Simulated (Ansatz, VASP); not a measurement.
**TlWS3: VASP beside Ansatz**

```
Tl W S
1.0
     4.77542    0.00000    0.00000
     0.00000    4.77542    0.00000
     0.00000    0.00000    4.78941
Tl W S
1 1 3
Direct
  0.00000 0.00000 0.00000
  0.50000 0.50000 0.50000
  0.50000 0.50000 0.00000
  0.50000 0.00000 0.50000
  0.00000 0.50000 0.50000
```

Alike in both runs: functional PBE; k mesh 4 × 4 × 4; occupations gaussian, width 0.1 eV; no spin polarisation.

Ansatz relaxed the structure, and its values are those at the end. VASP's run is a single point on that final structure, the one shown.

|  | VASP | Ansatz |
| --- | --- | --- |
| version | VASP 6.6.1 | Ansatz 0.2.0 |
| potentials or method | VASP PAW PBE potentials, release 64 (Tl_d, W_sv, S), cutoff 520 eV | scalar-relativistic, plane waves, PAW |
| valence electrons in the cell | 45 | 45 |

|  | VASP | Ansatz | Ansatz less VASP |
| --- | --- | --- | --- |
| gap on the k mesh at the Fermi level (eV) | none | none | - |
| pressure (GPa) | 0.0 | 0.0 | +0.03 |

A gap of «none» marks a metal or a gap that the smearing closes.

Spin-orbit coupling is off throughout.
